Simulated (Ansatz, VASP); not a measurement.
**Sc2Hg in VASP and in Ansatz**

```
CELL_PARAMETERS angstrom
4.98146 0.00000 0.00000
-2.49073 4.31407 0.00000
0.00000 0.00000 3.00977
ATOMIC_POSITIONS crystal
Sc 0.33333 0.66667 0.50000
Sc 0.66667 0.33333 0.50000
Hg 0.00000 0.00000 0.00000
```

Alike in both runs: functional PBE; k mesh 12 × 12 × 14; occupations gaussian, width 0.1 eV; no spin polarisation.

Ansatz relaxed the structure, and its values are those at the end. VASP's run is a single point on that final structure, the one shown.

|  | VASP | Ansatz |
| --- | --- | --- |
| version | VASP 6.6.1 | Ansatz 0.2.0 |
| potentials or method | VASP PAW PBE potentials, release 64 (Sc_sv, Hg), cutoff 520 eV | scalar-relativistic, plane waves, PAW |
| valence electrons in the cell | 34 | 42 |

|  | VASP | Ansatz | Ansatz less VASP |
| --- | --- | --- | --- |
| gap on the k mesh at the Fermi level (eV) | none | none | - |
| pressure (GPa) | 0.2 | 0.0 | -0.19 |

A gap of «none» marks a metal or a gap that the smearing closes. VASP's potentials hold 34 valence electrons a cell and Ansatz's 42, so a difference there can come from the potentials and not from the codes.

Spin-orbit coupling is off throughout.
